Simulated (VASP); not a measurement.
A run of VASP 6.6.1 is set up as follows.

INCAR

```
SYSTEM = TaW
PREC = Accurate ; ENCUT = 520
EDIFF = 1E-6 ; ISMEAR = -1
SIGMA = 0.05 ; LREAL = .FALSE.
LASPH = .TRUE. ; NELM = 60
ALGO = Normal ; ISIF = 2
LWAVE = .FALSE. ; LCHARG = .FALSE.
GGA = PS ; NBANDS = 20
```

The input KPOINTS:

```
Automatic mesh
0
G
  8 8 5
  0 0 0
```

File POSCAR:

```
TaW
1.0
    1.6042088954     -2.2928472945      0.0000000000
    1.6042088954      2.2928472945      0.0000000000
    0.0000000000      0.0000000000      4.4936114107
Ta W
1 1
Direct
    0.0000000000      0.0000000000      0.0000000000
    0.5000000000      0.5000000000      0.5000000000
```

Potentials or basis: VASP PAW PBE potentials, release 64 (Ta_pv, W_sv).

Run with:

```sh
$ cat potpaw_PBE.64/Ta_pv/POTCAR potpaw_PBE.64/W_sv/POTCAR > POTCAR
$ mpirun -np 1 vasp_std > vasp.out
```

Estimate the pressure.

0.4 GPa.

Stress tensor (GPa, compression positive):
```
 0.24  0.00  0.00
 0.00 -0.61  0.00
 0.00  0.00  1.63
```

Caveat: the PAW data sets were made with another functional, which shifts forces and pressure a little.
